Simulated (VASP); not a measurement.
# CdF2 (Fm-3m) in VASP: further runs

Runs on CdF2. Level: r2SCAN. Tasks: single point.

All numbers are computed with VASP 6.6.1; they aren't measurements. Logs are shortened: lines on timing, memory, paths and dates and some standing lists are left out, and cuts for length are marked.

### Step 1. The cell of the first run

The structure is cubic, space group Fm-3m (No. 225). Conventional cell: a = 5.388 Å, b = 5.388 Å, c = 5.388 Å, α = 90.00°, β = 90.00°, γ = 90.00°. Within 3.1 Å of Cd (site symmetry m-3m) lie 8 F at 2.33 Å. Within 3.1 Å of F (site symmetry -43m) lie 4 Cd at 2.33 Å and 6 F at 2.69 Å.

### Step 2. Single point, r2SCAN, collinear spin

Input file POSCAR:

```
CdF2
1.0
    0.0000000000      2.6940984906      2.6940984906
    2.6940984906      0.0000000000      2.6940984906
    2.6940984906      2.6940984906      0.0000000000
Cd F
1 2
Direct
    0.0000000000      0.0000000000      0.0000000000
    0.2500000000      0.2500000000      0.2500000000
    0.7500000000      0.7500000000      0.7500000000
```

Input file INCAR.step1:

```
ALGO = Normal ; EDIFF = 1E-4
ENCUT = 520 ; GGA = PE
ISMEAR = 0 ; ISPIN = 2
LASPH = True ; LCHARG = False
LREAL = False ; LWAVE = True
MAGMOM = 0.2 0.2 0.2 ; NBANDS = 24
NELM = 150 ; PREC = Accurate
SIGMA = 0.05
```

Input file INCAR.step2:

```
ALGO = Normal ; EDIFF = 1E-6
ENCUT = 520 ; ISIF = 2
ISMEAR = 0 ; ISPIN = 2
ISTART = 1 ; LASPH = True
LCHARG = True ; LELF = True
LMIXTAU = True ; LORBIT = 11
LREAL = False ; LVHAR = True
LWAVE = False ; MAGMOM = 0.2 0.2 0.2
METAGGA = R2SCAN ; NBANDS = 24
NELM = 150 ; PREC = Accurate
SIGMA = 0.05
```

Input file KPOINTS:

```
k-points
0
Gamma
  8 8 8
```

Potentials or basis: VASP PAW PBE potentials, release 64 (Cd, F).

On the command line:

```
> cat potpaw_PBE.64/Cd/POTCAR potpaw_PBE.64/F/POTCAR > POTCAR
> cp INCAR.step1 INCAR
> mpirun -np 1 vasp_std > vasp.out
> cp INCAR.step2 INCAR
> mpirun -np 1 vasp_std > vasp.out
```

OUTCAR:

```text
EDIFF = 1E-6
   ENCUT = 520
   ISIF = 2
   ISMEAR = 0
   ISPIN = 2
   ISTART = 1
   LASPH = True
   LORBIT = 11
   LREAL = False
   METAGGA = R2SCAN
   NELM = 150
   PREC = Accurate

 ion  position               nearest neighbor table
   1  0.000  0.000  0.000-   3 2.33   3 2.33   3 2.33   2 2.33   3 2.33   2 2.33   2 2.33   2 2.33

   2  0.250  0.250  0.250-   1 2.33   1 2.33   1 2.33   1 2.33
   3  0.750  0.750  0.750-   1 2.33   1 2.33   1 2.33   1 2.33

  LATTYP: Found a face centered cubic cell.
 ALAT       =     5.3881969812

  Lattice vectors:

 A1 = (   0.0000000000,   2.6940984906,   2.6940984906)
 A2 = (   2.6940984906,   0.0000000000,   2.6940984906)
 A3 = (   2.6940984906,   2.6940984906,   0.0000000000)

Analysis of symmetry for initial positions (statically):
=====================================================================
 Subroutine PRICEL returns:
 Original cell was already a primitive cell.

 Routine SETGRP: Setting up the symmetry group for a
 face centered cubic supercell.

 Subroutine GETGRP returns: Found 48 space group operations
 (whereof 48 operations were pure point group operations)
 out of a pool of 48 trial point group operations.

The static configuration has the point symmetry O_h .

Analysis of symmetry for dynamics (positions and initial velocities):
=====================================================================
 Subroutine PRICEL returns:
 Original cell was already a primitive cell.

 Routine SETGRP: Setting up the symmetry group for a
 face centered cubic supercell.

 Subroutine GETGRP returns: Found 48 space group operations
 (whereof 48 operations were pure point group operations)
 out of a pool of 48 trial point group operations.

The dynamic configuration has the point symmetry O_h .

Analysis of structural, dynamic, and magnetic symmetry:
=====================================================================
 Subroutine PRICEL returns:
 Original cell was already a primitive cell.

 Routine SETGRP: Setting up the symmetry group for a
 face centered cubic supercell.

 Subroutine GETGRP returns: Found 48 space group operations
 (whereof 48 operations were pure point group operations)
 out of a pool of 48 trial point group operations.

The overall configuration has the point symmetry O_h .

 Subroutine INISYM returns: Found 48 space group operations
 (whereof 48 operations are pure point group operations),
 and found     1 'primitive' translations

----------------------------------------------------------------------------------------

                                     Primitive cell

  volume of cell :      39.1084

  direct lattice vectors                    reciprocal lattice vectors
     0.000000000  2.694098491  2.694098491    -0.185590839  0.185590839  0.185590839
     2.694098491  0.000000000  2.694098491     0.185590839 -0.185590839  0.185590839
     2.694098491  2.694098491  0.000000000     0.185590839  0.185590839 -0.185590839

  length of vectors
     3.810030624  3.810030624  3.810030624     0.321452763  0.321452763  0.321452763

  position of ions in fractional coordinates (direct lattice)
     0.000000000  0.000000000  0.000000000
     0.250000000  0.250000000  0.250000000
     0.750000000  0.750000000  0.750000000

  ion indices of the primitive-cell ions
   primitive index   ion index
                 1           1
                 2           2
                 3           3

----------------------------------------------------------------------------------------

 KPOINTS: k-points

Automatic generation of k-mesh.
 Grid dimensions read from file:
 generate k-points for:    8    8    8

 Generating k-lattice:

  Cartesian coordinates                     Fractional coordinates (reciprocal lattice)
    -0.023198855  0.023198855  0.023198855     0.125000000  0.000000000  0.000000000
     0.023198855 -0.023198855  0.023198855     0.000000000  0.125000000  0.000000000
     0.023198855  0.023198855 -0.023198855     0.000000000  0.000000000  0.125000000

  Length of vectors
     0.040181595  0.040181595  0.040181595

  Shift w.r.t. Gamma in fractional coordinates (k-lattice)
     0.000000000  0.000000000  0.000000000

 Subroutine IBZKPT returns following result:
 ===========================================

 Found     29 irreducible k-points:

 Following reciprocal coordinates:
            Coordinates               Weight
  0.000000  0.000000  0.000000      1.000000
  0.125000  0.000000  0.000000      8.000000
  0.250000  0.000000  0.000000      8.000000
  0.375000  0.000000  0.000000      8.000000
  0.500000  0.000000  0.000000      4.000000
  0.125000  0.125000  0.000000      6.000000
[... 16 lines left out ...]
  0.500000  0.250000  0.125000     48.000000
 -0.375000  0.250000  0.125000     24.000000
 [... further k-points ...]
   k-points           NKPTS =     29   k-points in BZ     NKDIM =     29   number of bands    NBANDS=     24
   number of dos      NEDOS =    301   number of ions     NIONS =      3
   total plane-waves  NPLWV =  21952
   dimension x,y,z NGX =    28 NGY =   28 NGZ =   28
   dimension x,y,z NGXF=    56 NGYF=   56 NGZF=   56
   ions per type =               1   2
   NGX,Y,Z   is equivalent  to a cutoff of  12.22, 12.22, 12.22 a.u.
   NGXF,Y,Z  is equivalent  to a cutoff of  24.43, 24.43, 24.43 a.u.
 SYSTEM =  unknown system
   PREC   = accura    normal or accurate (medium, high low for compatibility)
   ISTART =      1    job   : 0-new  1-cont  2-samecut
   ICHARG =      0    charge: 1-file 2-atom 10-const
   ISPIN  =      2    spin polarized calculation?
   LNONCOLLINEAR =      F non collinear calculations
   LSORBIT =      F    spin-orbit coupling
   LASPH  =      T    aspherical Exc in radial PAW
   ENCUT  =  520.0 eV  38.22 Ry    6.18 a.u.   7.08  7.08  7.08*2*pi/ulx,y,z
   NELM   =    150;   NELMIN=  2; NELMDL=  0     # of ELM steps
   EDIFF  = 0.1E-05   stopping-criterion for ELM
   LREAL  =      F    real-space projection
   EDIFFG = 0.1E-04   stopping-criterion for IOM
   NSW    =      0    number of steps for IOM
   IBRION =     -1    ionic relax: 0-MD 1-quasi-New 2-CG
   NFREE  =      0    steps in history (QN), initial steepest desc. (CG)
   ISIF   =      2    stress and relaxation
   ISYM   =      2    0-nonsym 1-usesym 2-fastsym
   POTIM  = 0.5000    time-step for ionic-motion
   TEBEG  =    0.0;   TEEND  =   0.0 temperature during run
   PSTRESS=    0.0 pullay stress
   NELECT =      26.0000    total number of electrons
   NUPDOWN=      -1.0000    fix difference up-down
   EMIN   =  10.00;   EMAX   =-10.00  energy-range for DOS
   EFERMI =   0.00;   METHOD = LEGACY
   ISMEAR =     0;   SIGMA  =   0.05  broadening in eV -4-tet -1-fermi 0-gaus
   EFERMI_NEDOS =   21; number of points for ismear=-14 and -15
   IALGO  =     38    algorithm
   IMIX   =      4    mixing-type and parameters
     AMIX     =   0.40;   BMIX     =  1.00
     AMIX_MAG =   1.60;   BMIX_MAG =  1.00
  volume/ion in A,a.u.               =      13.04        87.97
  Fermi-wavevector in a.u.,A,eV,Ry     =   1.428814  2.700068 27.776437  2.041511
  Thomas-Fermi vector in A             =   2.548835
   LORBIT       =     11    0 simple, 1 ext, 2 COOP (PROOUT), +10 PAW based schemes
   METAGGA = R2SCAN    functional components
   LHFCALC =     F    Hartree Fock is set to
   AEXX    =    0.0000 exact exchange contribution
   IVDW    =     0    specifies the selected vdW correction
   LEPSILON=     F    determine dielectric tensor
   LRPA    =     F    only Hartree local field effects (RPA)
 spin polarized calculation
 Gauss-broadening in eV      SIGMA  =   0.05
  energy-cutoff  :      520.00
  volume of cell :       39.11
 maximum number of plane-waves:      1067
   NGX = 15   NGY = 15   NGZ = 15

 number of electron      25.9999990 magnetization      -0.0000000

 number of electron      25.9999990 magnetization       0.0000000

 Free energy of the ion-electron system (eV)
  ---------------------------------------------------
  ext. energy  EPLUGINS =         0.00000000
  ---------------------------------------------------
  free energy    TOTEN  =       -33.71931937 eV

  energy without entropy =      -33.71931937  energy(sigma->0) =      -33.71931937

 E-fermi :  -1.6259     XC(G=0): -11.0476

 val. band max:       -1.8687686414   @ k =  -0.2500   0.5000   0.2500
 cond. band min:       1.8814532703   @ k =   0.0000   0.0000   0.0000
 fundamental gap:      3.7502219118
 Fermi energy:        -1.6258537725

 spin component 1

 k-point     1 :       0.0000    0.0000    0.0000
  band No.  band energies     occupation
      1     -23.8077      1.00000
      2     -22.7415      1.00000
      3      -7.4978      1.00000
      4      -7.4978      1.00000
      5      -7.4978      1.00000
      6      -6.2599      1.00000
[... 16 lines left out ...]
     23      22.8527      0.00000
     24      23.2651      0.00000
[... 598 lines left out ...]
      2     -23.2275      1.00000
      3      -7.0335      1.00000
      4      -6.9218      1.00000
      5      -6.3205      1.00000
      6      -6.2982      1.00000
[... 16 lines left out ...]
     23      22.4728      0.00000
     24      26.3185      0.00000

 [... further k-points ...]

 spin component 2

 k-point     1 :       0.0000    0.0000    0.0000
  band No.  band energies     occupation
      1     -23.8077      1.00000
      2     -22.7415      1.00000
      3      -7.4978      1.00000
      4      -7.4978      1.00000
      5      -7.4978      1.00000
      6      -6.2599      1.00000
[... 16 lines left out ...]
     23      22.8527      0.00000
     24      23.2651      0.00000
[... 598 lines left out ...]
      2     -23.2275      1.00000
      3      -7.0335      1.00000
      4      -6.9218      1.00000
      5      -6.3205      1.00000
      6      -6.2982      1.00000
[... 16 lines left out ...]
     23      22.4728      0.00000
     24      26.3185      0.00000

 [... further k-points ...]

------------------------ aborting loop because EDIFF is reached ----------------------------------------

  FORCE on cell =-STRESS in cart. coord.  units (eV):
  Direction    XX          YY          ZZ          XY          YZ          ZX
  --------------------------------------------------------------------------------------
  -------------------------------------------------------------------------------------
  Total        0.2436022      0.2436022      0.2436022     -0.0000000     -0.0000000      0.0000000
  in kB        9.9797901      9.9797901      9.9797901     -0.0000000     -0.0000000      0.0000000
  external PRESSURE =       9.9797901 kB  Pullay stress =       0.0000000 kB

 VOLUME and BASIS-vectors are now :
 -----------------------------------------------------------------------------
  energy-cutoff  :      520.00
  volume of cell :       39.11
      direct lattice vectors                 reciprocal lattice vectors
     0.000000000  2.694098491  2.694098491    -0.185590839  0.185590839  0.185590839
     2.694098491  0.000000000  2.694098491     0.185590839 -0.185590839  0.185590839
     2.694098491  2.694098491  0.000000000     0.185590839  0.185590839 -0.185590839

 POSITION                                       TOTAL-FORCE (eV/Angst)
 -----------------------------------------------------------------------------------
      0.00000      0.00000      0.00000        -0.000000     -0.000000      0.000000
      1.34705      1.34705      1.34705         0.000000      0.000000      0.000000
      4.04115      4.04115      4.04115        -0.000000      0.000000     -0.000000
 -----------------------------------------------------------------------------------
    total drift:                                0.000000      0.000000      0.000000

  FREE ENERGIE OF THE ION-ELECTRON SYSTEM (eV)
  ---------------------------------------------------
  free  energy   TOTEN  =       -33.7193193742 eV

  energy  without entropy=      -33.7193193742  energy(sigma->0) =      -33.71931937

 total charge

# of ion       s       p       d       tot
------------------------------------------
    1        0.208   0.182   9.706  10.096
    2        1.742   4.374   0.000   6.116
    3        1.742   4.374   0.000   6.116
--------------------------------------------------
tot          3.693   8.930   9.706  22.328

 magnetization (x)

# of ion       s       p       d       tot
------------------------------------------
    1        0.000  -0.000   0.000   0.000
    2       -0.000   0.000   0.000   0.000
    3       -0.000   0.000   0.000   0.000
--------------------------------------------------
tot         -0.000   0.000   0.000   0.000
```

Run time: 85 s. Hardware: 1 thread of Intel Xeon 6975P-C (Granite Rapids), shared host; peak memory 0.2 GiB.

What came out:

| Property | Result |
| --- | --- |
| Free energy | -33.7193 eV |
| Pressure | 1.0 GPa |
| Band gap on the k mesh | 3.75 eV (least direct gap 4.25 eV) |
| Net moment | 0.00 μB per cell |
| Valence electrons inside the program's atomic spheres | Cd 10.10; F 6.12 |

Levels at points of the mesh, in eV from the valence-band top:
Spin up:
| k point | band 11 | band 12 | band 13 | band 14 | band 15 | band 16 |
| --- | --- | --- | --- | --- | --- | --- |
| (0.00, 0.00, 0.00) | -0.50 | -0.50 | -0.50 | 3.75 | 13.61 | 13.61 |
| (0.50, 0.00, 0.00) | -1.85 | -0.40 | -0.40 | 7.99 | 9.70 | 15.59 |
| (0.50, 0.50, 0.00) | -0.51 | -0.09 | -0.09 | 8.88 | 10.55 | 12.18 |
Spin down:
| k point | band 10 | band 11 | band 12 | band 13 | band 14 | band 15 | band 16 | band 17 |
| --- | --- | --- | --- | --- | --- | --- | --- | --- |
| (0.00, 0.00, 0.00) | -0.99 | -0.50 | -0.50 | -0.50 | 3.75 | 13.61 | 13.61 | 13.61 |
| (0.50, 0.00, 0.00) | -1.85 | -1.85 | -0.40 | -0.40 | 7.99 | 9.70 | 15.59 | 15.59 |
| (0.50, 0.50, 0.00) | -2.97 | -0.51 | -0.09 | -0.09 | 8.88 | 10.55 | 12.18 | 15.30 |

Caveat: the PAW data sets were made with another functional, which shifts forces and pressure a little. r2SCAN opens gaps a little over a GGA but as a rule still falls short of measured ones.

### Step 3. Single point, r2SCAN, collinear spin

POSCAR is that of step 2.

Input file INCAR.step1:

```
PREC = Accurate
ENCUT = 520
ISMEAR = 0
SIGMA = 0.05
LREAL = False
LASPH = True
NELM = 150
ISPIN = 2
MAGMOM = 1 1 1
NBANDS = 24
GGA = PE
ALGO = Normal
EDIFF = 1E-4
LWAVE = True
LCHARG = False
```

Input file INCAR.step2:

```
PREC = Accurate
ENCUT = 520
EDIFF = 1E-6
ISMEAR = 0
SIGMA = 0.05
LREAL = False
LASPH = True
NELM = 150
ALGO = Normal
ISIF = 2
LWAVE = False
LCHARG = False
ISPIN = 2
MAGMOM = 1 1 1
LORBIT = 11
METAGGA = R2SCAN
LMIXTAU = True
NBANDS = 24
ISTART = 1
```

Input file KPOINTS:

```
Automatic mesh
0
Gamma
  8 8 8
```

Potentials or basis: VASP PAW PBE potentials, release 64 (Cd, F).

On the command line:

```
> cat potpaw_PBE.64/Cd/POTCAR potpaw_PBE.64/F/POTCAR > POTCAR
> cp INCAR.step1 INCAR
> mpirun -np 1 vasp_std > vasp.out
> cp INCAR.step2 INCAR
> mpirun -np 1 vasp_std > vasp.out
```

Wall time 88 s (1 thread of Intel Xeon 6975P-C (Granite Rapids), shared host); peak memory 0.2 GiB.

Results (log left out):

```
Free energy                                           : -33.7193 eV
Pressure                                              : 1.0 GPa
Band gap on the k mesh                                : 3.75 eV (least direct gap 4.25 eV)
Net moment                                            : 0.00 μB per cell
Valence electrons inside the program's atomic spheres : Cd 10.10; F 6.12
```

Levels at points of the mesh, in eV from the valence-band top:
Spin up:
```csv
k point,band 10,band 11,band 12,band 13,band 14,band 15,band 16,band 17
"(0.00, 0.00, 0.00)",-0.99,-0.50,-0.50,-0.50,3.75,13.61,13.61,13.61
"(0.50, 0.00, 0.00)",-1.85,-1.85,-0.40,-0.40,7.99,9.70,15.59,15.59
"(0.50, 0.50, 0.00)",-2.97,-0.51,-0.09,-0.09,8.88,10.55,12.18,15.30
```
Spin down:
```csv
k point,band 10,band 11,band 12,band 13,band 14,band 15,band 16,band 17
"(0.00, 0.00, 0.00)",-0.99,-0.50,-0.50,-0.50,3.75,13.61,13.61,13.61
"(0.50, 0.00, 0.00)",-1.85,-1.85,-0.40,-0.40,7.99,9.70,15.59,15.59
"(0.50, 0.50, 0.00)",-2.97,-0.51,-0.09,-0.09,8.88,10.55,12.18,15.30
```

Caveat: the PAW data sets were made with another functional, which shifts forces and pressure a little.
